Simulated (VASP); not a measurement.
Runs of VASP 6.6.1 on BAs. The structure is that of space group P6_3/mmc (No. 194), or close to it. The cells are those of the table. 

```tsv
level	cell	k mesh	smearing	grid for exact exchange (PRECFOCK)	screening parameter	gap on the mesh (eV)	pressure (GPa)
r2SCAN	a = 3.324, b = 3.324, c = 8.637 Å, angles 90.0, 90.0, 120.0°, 4 atoms	12 × 12 × 4	gaussian 0.01 eV	-	-	0.92	3.8
PBE	a = 3.324, b = 3.324, c = 8.637 Å, angles 90.0, 90.0, 120.0°, 4 atoms	12 × 12 × 4	fermi-dirac 0.02 eV	-	-	(b)	5.6
HSE06	a = 3.366, b = 3.366, c = 8.884 Å, angles 90.0, 90.0, 120.0°, 4 atoms	6 × 6 × 2	gaussian 0.01 eV	Normal	0.2079 1/Å	1.14	(a)
HSE06	a = 3.324, b = 3.324, c = 8.637 Å, angles 90.0, 90.0, 120.0°, 4 atoms	6 × 6 × 2	gaussian 0.01 eV	Normal	0.2079 1/Å	1.09	3.4
PBE	a = 3.366, b = 3.366, c = 8.884 Å, angles 90.0, 90.0, 120.0°, 4 atoms	12 × 12 × 4	fermi-dirac 0.02 eV	-	-	0.72	(c)
```

Alike in all rows: task single point; potentials or basis VASP PAW PBE potentials, release 64 (B, As); no spin polarisation; cutoff (eV) 520.

**Question.** Estimate the missing entries.

**Answer.** (a) -0.2; (b) 0.69; (c) 2.0.

Caveats: this functional lacks dispersion, which binds the layers, so the pressure and a relaxed spacing across them are unreliable (some runs); the PAW data sets were made with another functional, which shifts forces and pressure a little (some runs).

A k mesh can miss the band edges, and the runs leave out spin-orbit coupling on As.
